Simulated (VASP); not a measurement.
# Pt (R-3m) in VASP: a series of runs

The runs below take Pt through single point, with PBEsol.

Program: VASP 6.6.1. These are calculated values, not measurements. Logs are shortened: lines on timing, memory, paths and dates and some standing lists are left out, and cuts for length are marked.

## (1) The cell of the first run

The structure is trigonal, space group R-3m (No. 166). Conventional cell: a = 4.828 Å, b = 4.828 Å, c = 1.988 Å, α = 90.00°, β = 90.00°, γ = 120.00°. Within 2.6 Å of Pt (site symmetry -3m) lie 2 Pt at 1.99 Å.

## (2) Single point, PBEsol (13.38 Å³/atom)

File INCAR:

```
SYSTEM = Pt
PREC = Accurate
ENCUT = 520
EDIFF = 1E-7
ISMEAR = 0
SIGMA = 0.15
LREAL = .FALSE.
LASPH = .TRUE.
NELM = 80
ALGO = Fast
ISIF = 2
LWAVE = .FALSE.
LCHARG = .FALSE.
GGA = PS
NBANDS = 11
```

File KPOINTS:

```
regular mesh
0
G
  22 22 22
  0 0 0
```

File POSCAR:

```
Pt
1.0
   -1.8931163791      1.5204668740      1.5204668740
    1.5204668740     -1.8931163791      1.5204668740
    1.5204668740      1.5204668740     -1.8931163791
Pt
1
Direct
    0.0000000000      0.0000000000      0.0000000000
```

Potentials or basis: VASP PAW PBE potentials, release 64 (Pt).

On the command line:

```
$ cat potpaw_PBE.64/Pt/POTCAR > POTCAR
$ mpirun -np 1 vasp_std > vasp.out
```

OUTCAR:

```text
SYSTEM = Pt
   PREC = Accurate
   ENCUT = 520
   EDIFF = 1E-7
   ISMEAR = 0
   LREAL = .FALSE.
   LASPH = .TRUE.
   NELM = 80
   ISIF = 2
   GGA = PS

 ion  position               nearest neighbor table
   1  0.000  0.000  0.000-

  LATTYP: Found a trigonal (rhomboedric) cell.
 ALAT       =     2.8648784712
 COS(alpha) =    -0.4197392560

  Lattice vectors:

 A1 = (  -1.8931163791,   1.5204668740,   1.5204668740)
 A2 = (   1.5204668740,  -1.8931163791,   1.5204668740)
 A3 = (   1.5204668740,   1.5204668740,  -1.8931163791)

Analysis of symmetry for initial positions (statically):
=====================================================================
 Subroutine PRICEL returns:
 Original cell was already a primitive cell.

 Routine SETGRP: Setting up the symmetry group for a
 trigonal (rhombohedral) supercell.

 Subroutine GETGRP returns: Found 12 space group operations
 (whereof 12 operations were pure point group operations)
 out of a pool of 12 trial point group operations.

The static configuration has the point symmetry D_3d.

Analysis of symmetry for dynamics (positions and initial velocities):
=====================================================================
 Subroutine PRICEL returns:
 Original cell was already a primitive cell.

 Routine SETGRP: Setting up the symmetry group for a
 trigonal (rhombohedral) supercell.

 Subroutine GETGRP returns: Found 12 space group operations
 (whereof 12 operations were pure point group operations)
 out of a pool of 12 trial point group operations.

The dynamic configuration has the point symmetry D_3d.

 Subroutine INISYM returns: Found 12 space group operations
 (whereof 12 operations are pure point group operations),
 and found     1 'primitive' translations

----------------------------------------------------------------------------------------

                                     Primitive cell

  volume of cell :      13.3750

  direct lattice vectors                    reciprocal lattice vectors
    -1.893116379  1.520466874  1.520466874     0.095108046  0.388055346  0.388055346
     1.520466874 -1.893116379  1.520466874     0.388055346  0.095108046  0.388055346
     1.520466874  1.520466874 -1.893116379     0.388055346  0.388055346  0.095108046

  length of vectors
     2.864878471  2.864878471  2.864878471     0.556973468  0.556973468  0.556973468

  position of ions in fractional coordinates (direct lattice)
     0.000000000  0.000000000  0.000000000

  ion indices of the primitive-cell ions
   primitive index   ion index
                 1           1

----------------------------------------------------------------------------------------

 KPOINTS: regular mesh

Automatic generation of k-mesh.
 Grid dimensions read from file:
 generate k-points for:   22   22   22

 Generating k-lattice:

  Cartesian coordinates                     Fractional coordinates (reciprocal lattice)
     0.004323093  0.017638879  0.017638879     0.045454545  0.000000000  0.000000000
     0.017638879  0.004323093  0.017638879     0.000000000  0.045454545  0.000000000
     0.017638879  0.017638879  0.004323093     0.000000000  0.000000000  0.045454545

  Length of vectors
     0.025316976  0.025316976  0.025316976

  Shift w.r.t. Gamma in fractional coordinates (k-lattice)
     0.000000000  0.000000000  0.000000000

 Subroutine IBZKPT returns following result:
 ===========================================

 Found   1024 irreducible k-points:

 Following reciprocal coordinates:
            Coordinates               Weight
  0.000000  0.000000  0.000000      1.000000
  0.045455 -0.000000 -0.000000      6.000000
  0.090909 -0.000000 -0.000000      6.000000
  0.136364  0.000000  0.000000      6.000000
  0.181818  0.000000 -0.000000      6.000000
  0.227273 -0.000000 -0.000000      6.000000
[... 16 lines left out ...]
  0.500000  0.045455  0.000000     12.000000
 -0.454545  0.045455  0.000000     12.000000
 [... further k-points ...]
   k-points           NKPTS =   1024   k-points in BZ     NKDIM =   1024   number of bands    NBANDS=     11
   number of dos      NEDOS =    301   number of ions     NIONS =      1
   total plane-waves  NPLWV =  13824
   dimension x,y,z NGX =    24 NGY =   24 NGZ =   24
   dimension x,y,z NGXF=    48 NGYF=   48 NGZF=   48
   ions per type =               1
   NGX,Y,Z   is equivalent  to a cutoff of  13.93, 13.93, 13.93 a.u.
   NGXF,Y,Z  is equivalent  to a cutoff of  27.85, 27.85, 27.85 a.u.
 SYSTEM =  Pt
   PREC   = accura    normal or accurate (medium, high low for compatibility)
   ISTART =      0    job   : 0-new  1-cont  2-samecut
   ICHARG =      2    charge: 1-file 2-atom 10-const
   ISPIN  =      1    spin polarized calculation?
   LNONCOLLINEAR =      F non collinear calculations
   LSORBIT =      F    spin-orbit coupling
   LASPH  =      T    aspherical Exc in radial PAW
   ENCUT  =  520.0 eV  38.22 Ry    6.18 a.u.   5.33  5.33  5.33*2*pi/ulx,y,z
   NELM   =     80;   NELMIN=  2; NELMDL= -5     # of ELM steps
   EDIFF  = 0.1E-06   stopping-criterion for ELM
   LREAL  =      F    real-space projection
   EDIFFG = 0.1E-05   stopping-criterion for IOM
   NSW    =      0    number of steps for IOM
   IBRION =     -1    ionic relax: 0-MD 1-quasi-New 2-CG
   NFREE  =      0    steps in history (QN), initial steepest desc. (CG)
   ISIF   =      2    stress and relaxation
   ISYM   =      2    0-nonsym 1-usesym 2-fastsym
   POTIM  = 0.5000    time-step for ionic-motion
   TEBEG  =    0.0;   TEEND  =   0.0 temperature during run
   PSTRESS=    0.0 pullay stress
   NELECT =      10.0000    total number of electrons
   NUPDOWN=      -1.0000    fix difference up-down
   EMIN   =  10.00;   EMAX   =-10.00  energy-range for DOS
   EFERMI =   0.00;   METHOD = LEGACY
   ISMEAR =     0;   SIGMA  =   0.15  broadening in eV -4-tet -1-fermi 0-gaus
   EFERMI_NEDOS =   21; number of points for ismear=-14 and -15
   IALGO  =     68    algorithm
   IMIX   =      4    mixing-type and parameters
     AMIX     =   0.40;   BMIX     =  1.00
     AMIX_MAG =   1.60;   BMIX_MAG =  1.00
  volume/ion in A,a.u.               =      13.38        90.26
  Fermi-wavevector in a.u.,A,eV,Ry     =   1.485857  2.807862 30.038533  2.207770
  Thomas-Fermi vector in A             =   2.599216
   LORBIT       =      0    0 simple, 1 ext, 2 COOP (PROOUT), +10 PAW based schemes
   GGA     = PS    functional components
   LHFCALC =     F    Hartree Fock is set to
   AEXX    =    0.0000 exact exchange contribution
   IVDW    =     0    specifies the selected vdW correction
   LEPSILON=     F    determine dielectric tensor
   LRPA    =     F    only Hartree local field effects (RPA)
 non-spin polarized calculation
 RMM-DIIS sequential band-by-band and
 Gauss-broadening in eV      SIGMA  =   0.15
  energy-cutoff  :      520.00
  volume of cell :       13.38
 maximum number of plane-waves:       370
 NGX is ok and might be reduce to    24
   NGX = 11   NGY = 11   NGZ = 11

 number of electron      10.0000000 magnetization

 Free energy of the ion-electron system (eV)
  ---------------------------------------------------
  ext. energy  EPLUGINS =         0.00000000
  ---------------------------------------------------
  free energy    TOTEN  =        -2.68217468 eV

  energy without entropy =       -2.67499505  energy(sigma->0) =       -2.67858486

 E-fermi :  14.3505     XC(G=0): -14.1501

 val. band max:       14.3469057479   @ k =  -0.2727   0.4545   0.0909
 cond. band min:      14.3521170132   @ k =   0.5000   0.2727   0.1364
 fundamental gap:      0.0052112653
 Fermi energy:        14.3504987037

 k-point     1 :       0.0000    0.0000    0.0000
  band No.  band energies     occupation
      1       1.6561      2.00000
      2       3.1681      2.00000
      3       8.5818      2.00000
      4       8.5818      2.00000
      5      15.3833      0.00000
      6      15.3833      0.00000
      7      25.9432      0.00000
      8      30.2776      0.00000
      9      30.2776      0.00000
     10      40.8879      0.00000
     11      40.8879      0.00000

 k-point     2 :       0.0455   -0.0000   -0.0000
  band No.  band energies     occupation
      1       1.9154      2.00000
      2       3.2923      2.00000
      3       8.6050      2.00000
      4       8.6483      2.00000
      5      14.9670      0.00000
      6      15.0144      0.00000
      7      26.0673      0.00000
      8      30.7653      0.00000
      9      30.7753      0.00000
     10      40.4791      0.00000
     11      40.7835      0.00000

 k-point     3 :       0.0909   -0.0000   -0.0000
  band No.  band energies     occupation
      1       2.6286      2.00000
      2       3.7128      2.00000
      3       8.6723      2.00000
      4       8.8457      2.00000
      5      13.8910      1.99999
      6      14.0534      1.99491
      7      26.4302      0.00000
      8      31.9990      0.00000
      9      32.0978      0.00000
     10      39.4396      0.00000
     11      40.4650      0.00000

 k-point     4 :       0.1364    0.0000    0.0000
  band No.  band energies     occupation
      1       3.4998      2.00000
      2       4.6714      2.00000
      3       8.7728      2.00000
      4       9.1669      2.00000
      5      12.4871      2.00000
      6      12.7890      2.00000
      7      26.9995      0.00000
      8      33.4467      0.00000
      9      33.8329      0.00000
     10      38.1668      0.00000
     11      39.5366      0.00000

 k-point     5 :       0.1818    0.0000   -0.0000
  band No.  band energies     occupation
      1       4.2615      2.00000
      2       6.3363      2.00000
      3       8.8649      2.00000
      4       9.5956      2.00000
      5      11.0399      2.00000
      6      11.4879      2.00000
      7      27.7004      0.00000
      8      34.4790      0.00000
      9      35.0260      0.00000
     10      37.3372      0.00000
     11      37.5737      0.00000
[... 211 lines left out ...]
 k-point    21 :       0.4091    0.0455    0.0000
  band No.  band energies     occupation
      1       4.0148      2.00000
      2       5.4529      2.00000
      3      10.9659      2.00000
      4      11.2581      2.00000
      5      13.2272      2.00000
      6      17.6554      0.00000
      7      26.2374      0.00000
      8      28.4230      0.00000
      9      32.4532      0.00000
     10      37.1135      0.00000
     11      37.5161      0.00000

 k-point    22 :       0.4545    0.0455    0.0000
  band No.  band energies     occupation
      1       3.8443      2.00000
      2       5.3271      2.00000
      3      11.0531      2.00000
      4      11.5905      2.00000
      5      14.1570      1.93195
      6      17.0792      0.00000
      7      25.9203      0.00000
      8      29.0931      0.00000
      9      31.5285      0.00000
     10      36.2899      0.00000
     11      38.0952      0.00000

 k-point    23 :       0.5000    0.0455    0.0000
  band No.  band energies     occupation
      1       3.9185      2.00000
      2       5.4519      2.00000
      3      10.9439      2.00000
      4      11.5223      2.00000
      5      14.4585      0.30838
      6      16.5920      0.00000
      7      25.9841      0.00000
      8      28.5965      0.00000
      9      31.2160      0.00000
     10      36.4673      0.00000
     11      38.3588      0.00000

 k-point    24 :      -0.4545    0.0455    0.0000
  band No.  band energies     occupation
      1       4.2241      2.00000
      2       5.8209      2.00000
      3      10.6618      2.00000
      4      11.1248      2.00000
      5      13.7559      2.00000
      6      16.3731      0.00000
      7      26.3886      0.00000
      8      27.6484      0.00000
      9      31.5225      0.00000
     10      37.4587      0.00000
     11      38.0054      0.00000

 [... further k-points ...]

------------------------ aborting loop because EDIFF is reached ----------------------------------------

  FORCE on cell =-STRESS in cart. coord.  units (eV):
  Direction    XX          YY          ZZ          XY          YZ          ZX
  --------------------------------------------------------------------------------------
  -------------------------------------------------------------------------------------
  Total       13.8446046     13.8446046     13.8446046     11.7163961     11.7163961     11.7163961
  in kB     1658.4307775   1658.4307775   1658.4307775   1403.4948913   1403.4948913   1403.4948913
  external PRESSURE =    1658.4307775 kB  Pullay stress =       0.0000000 kB

 VOLUME and BASIS-vectors are now :
 -----------------------------------------------------------------------------
  energy-cutoff  :      520.00
  volume of cell :       13.38
      direct lattice vectors                 reciprocal lattice vectors
    -1.893116379  1.520466874  1.520466874     0.095108046  0.388055346  0.388055346
     1.520466874 -1.893116379  1.520466874     0.388055346  0.095108046  0.388055346
     1.520466874  1.520466874 -1.893116379     0.388055346  0.388055346  0.095108046

 POSITION                                       TOTAL-FORCE (eV/Angst)
 -----------------------------------------------------------------------------------
      0.00000      0.00000      0.00000         0.000000     -0.000000     -0.000000
 -----------------------------------------------------------------------------------
    total drift:                                0.000000      0.000000     -0.000000

  FREE ENERGIE OF THE ION-ELECTRON SYSTEM (eV)
  ---------------------------------------------------
  free  energy   TOTEN  =        -2.6821746756 eV

  energy  without entropy=       -2.6749950479  energy(sigma->0) =       -2.67858486
```

Wall time 3.8 min (1 thread of Intel Xeon 8259CL, shared host); peak memory 0.28 GiB.

What came out:

```
Free energy            : -2.6822 eV
Pressure               : 165.8 GPa
Band gap on the k mesh : zero (bands 5 and 6 overlap by 6.65 eV)
```

Caveat: the cell stands under pressure; the PAW data sets were made with another functional, which shifts forces and pressure a little; spin-orbit coupling is left out, which moves the levels of the heavy elements.

(Part 1 of 2 ends here.)
